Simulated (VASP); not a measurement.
The system is In.

```
CELL_PARAMETERS angstrom
3.37691 0.00000 0.00000
0.24723 3.36784 0.00000
-1.81207 -1.68392 2.29876
ATOMIC_POSITIONS crystal
In 0.00000 0.00000 0.00000
```

Base run:

```yaml
Program: VASP 6.6.1
Functional: LDA
Potentials_or_basis: VASP PAW LDA potentials, release 64 (In_d)
Cutoff: 520 eV
k_mesh: 12 × 12 × 12
Occupations: fermi-dirac, width 0.1 eV
Spin: no spin polarisation
```

Its results: pressure -2.5 GPa.

The run is repeated on the same cell with these changes: k mesh from 12 × 12 × 12 to 3 × 3 × 3. What comes out?

Pressure -2.0 GPa.

Caveats: some runs use coarse meshes.
